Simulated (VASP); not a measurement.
# Sr (Pm-3n) in VASP: notebook, part 2 of 2

VASP 6.6.1. The steps go on from the part before.

## Step 3: Single point, PBEsol

Input file INCAR:

```
SYSTEM = Sr
  PREC = Accurate
  ENCUT = 520
  EDIFF = 1E-6
  ISMEAR = -1
  SIGMA = 0.1
  LREAL = .FALSE.
  LASPH = .TRUE.
  NELM = 100
  ALGO = Normal
  ISIF = 2
  LWAVE = .FALSE.
  LCHARG = .TRUE.
  GGA = PS
  LELF = .TRUE.
  LVHAR = .TRUE.
  NBANDS = 50
```

Input file KPOINTS:

```
regular mesh
0
G
  5 5 5
  0 0 0
```

Input file POSCAR:

```
Sr
1.0
    7.4866337544      0.0000000000      0.0000000000
    0.0000000000      7.4866337544      0.0000000000
    0.0000000000      0.0000000000      7.4866337544
Sr
8
Direct
    0.0000000000      1.0000000000      1.0000000000
    0.5000000000      0.5000000000      0.5000000000
    0.2500000000      0.0000000000      0.5000000000
    0.7500000000      0.0000000000      0.5000000000
    0.5000000000      0.2500000000      1.0000000000
    0.5000000000      0.7500000000      0.0000000000
    1.0000000000      0.5000000000      0.2500000000
    1.0000000000      0.5000000000      0.7500000000
```

Potentials or basis: VASP PAW PBE potentials, release 64 (Sr_sv).

Command:

```
$ cat potpaw_PBE.64/Sr_sv/POTCAR > POTCAR
$ mpirun -np 1 vasp_std > vasp.out
```

OUTCAR:

```text
SYSTEM = Sr
   PREC = Accurate
   ENCUT = 520
   EDIFF = 1E-6
   ISMEAR = -1
   LREAL = .FALSE.
   LASPH = .TRUE.
   NELM = 100
   ISIF = 2
   GGA = PS

 ion  position               nearest neighbor table
   1  0.000  0.000  0.000-   3 4.19   4 4.19   5 4.19   6 4.19   7 4.19   8 4.19   3 4.19   4 4.19
                             7 4.19   8 4.19   5 4.19   6 4.19
   2  0.500  0.500  0.500-   3 4.19   4 4.19   5 4.19   6 4.19   7 4.19   8 4.19   5 4.19   6 4.19
                             3 4.19   4 4.19   7 4.19   8 4.19
   3  0.250  0.000  0.500-   4 3.74   4 3.74   1 4.19   1 4.19   2 4.19   2 4.19   8 4.58   5 4.58
                             5 4.58   6 4.58   6 4.58   7 4.58   8 4.58   7 4.58
   4  0.750  0.000  0.500-   3 3.74   3 3.74   1 4.19   1 4.19   2 4.19   2 4.19   8 4.58   5 4.58
                             5 4.58   6 4.58   6 4.58   7 4.58   8 4.58   7 4.58
   5  0.500  0.250  0.000-   6 3.74   6 3.74   1 4.19   2 4.19   2 4.19   1 4.19   8 4.58   4 4.58
                             3 4.58   4 4.58   3 4.58   7 4.58   7 4.58   8 4.58
   6  0.500  0.750  0.000-   5 3.74   5 3.74   1 4.19   2 4.19   2 4.19   1 4.19   8 4.58   4 4.58
                             3 4.58   4 4.58   3 4.58   7 4.58   7 4.58   8 4.58
   7  0.000  0.500  0.250-   8 3.74   8 3.74   1 4.19   2 4.19   1 4.19   2 4.19   3 4.58   4 4.58
                             5 4.58   3 4.58   4 4.58   6 4.58   5 4.58   6 4.58
   8  0.000  0.500  0.750-   7 3.74   7 3.74   1 4.19   2 4.19   1 4.19   2 4.19   3 4.58   4 4.58
                             5 4.58   3 4.58   4 4.58   6 4.58   5 4.58   6 4.58

  LATTYP: Found a simple cubic cell.
 ALAT       =     7.4866337544

  Lattice vectors:

 A1 = (   7.4866337544,   0.0000000000,   0.0000000000)
 A2 = (   0.0000000000,   7.4866337544,   0.0000000000)
 A3 = (   0.0000000000,   0.0000000000,   7.4866337544)

Analysis of symmetry for initial positions (statically):
=====================================================================
 Subroutine PRICEL returns:
 Original cell was already a primitive cell.

 Routine SETGRP: Setting up the symmetry group for a
 simple cubic supercell.

 Subroutine GETGRP returns: Found 48 space group operations
 (whereof 24 operations were pure point group operations)
[... 144 lines left out ...]
   LEPSILON=     F    determine dielectric tensor
   LRPA    =     F    only Hartree local field effects (RPA)
 non-spin polarized calculation
  energy-cutoff  :      520.00
  volume of cell :      419.62
 maximum number of plane-waves:     11347
 NGX is ok and might be reduce to    56
   NGX = 27   NGY = 27   NGZ = 27

 number of electron      79.9999998 magnetization

 Free energy of the ion-electron system (eV)
  ---------------------------------------------------
  ext. energy  EPLUGINS =         0.00000000
  ---------------------------------------------------
  free energy    TOTEN  =       -14.58078186 eV

  energy without entropy =      -14.31005573  energy(sigma->0) =      -14.44541880

 E-fermi :   1.6460     XC(G=0):  -7.5765

 val. band max:        1.6285487428   @ k =   0.4000   0.0000   0.0000
 cond. band min:       1.6653100351   @ k =   0.2000   0.2000   0.0000
 fundamental gap:      0.0367612923
 Fermi energy:         1.6460274458

 k-point     1 :       0.0000    0.0000    0.0000
  band No.  band energies     occupation
      1     -34.8161      2.00000
      2     -34.8094      2.00000
      3     -34.7936      2.00000
      4     -34.7936      2.00000
      5     -34.7921      2.00000
      6     -34.7693      2.00000
[... 519 lines left out ...]
     49       2.8144      0.00002
     50       2.8353      0.00001

------------------------ aborting loop because EDIFF is reached ----------------------------------------

  FORCE on cell =-STRESS in cart. coord.  units (eV):
  Direction    XX          YY          ZZ          XY          YZ          ZX
  --------------------------------------------------------------------------------------
  -------------------------------------------------------------------------------------
  Total        0.1223632      0.1223632      0.1223632      0.0000000      0.0000000      0.0000000
  in kB        0.4671987      0.4671987      0.4671987      0.0000000      0.0000000      0.0000000
  external PRESSURE =       0.4671987 kB  Pullay stress =       0.0000000 kB

 VOLUME and BASIS-vectors are now :
 -----------------------------------------------------------------------------
  energy-cutoff  :      520.00
  volume of cell :      419.62
      direct lattice vectors                 reciprocal lattice vectors
     7.486633754  0.000000000  0.000000000     0.133571380  0.000000000  0.000000000
     0.000000000  7.486633754  0.000000000     0.000000000  0.133571380  0.000000000
     0.000000000  0.000000000  7.486633754     0.000000000  0.000000000  0.133571380

 POSITION                                       TOTAL-FORCE (eV/Angst)
 -----------------------------------------------------------------------------------
      0.00000      0.00000      0.00000         0.000000      0.000000      0.000000
      3.74332      3.74332      3.74332         0.000000      0.000000      0.000000
      1.87166      0.00000      3.74332         0.000000      0.000000      0.000000
      5.61498      0.00000      3.74332        -0.000000     -0.000000     -0.000000
      3.74332      1.87166      0.00000        -0.000000      0.000000     -0.000000
      3.74332      5.61498      0.00000         0.000000     -0.000000      0.000000
      0.00000      3.74332      1.87166        -0.000000      0.000000     -0.000000
      0.00000      3.74332      5.61498        -0.000000     -0.000000      0.000000
 -----------------------------------------------------------------------------------
    total drift:                                0.000000      0.000000      0.000000

  FREE ENERGIE OF THE ION-ELECTRON SYSTEM (eV)
  ---------------------------------------------------
  free  energy   TOTEN  =       -14.5807818601 eV

  energy  without entropy=      -14.3100557308  energy(sigma->0) =      -14.44541880
```

It took 1.8 min on 1 thread of Intel Xeon 6975P-C (Granite Rapids), shared host; peak memory 0.49 GiB.

What came out:

```
Free energy            : -14.5808 eV
Pressure               : 0.0 GPa
Band gap on the k mesh : zero (band 40 reaches 1.88 eV, above the bottom of band 41 at 1.56 eV)
```

Caveat: the PAW data sets were made with another functional, which shifts forces and pressure a little.
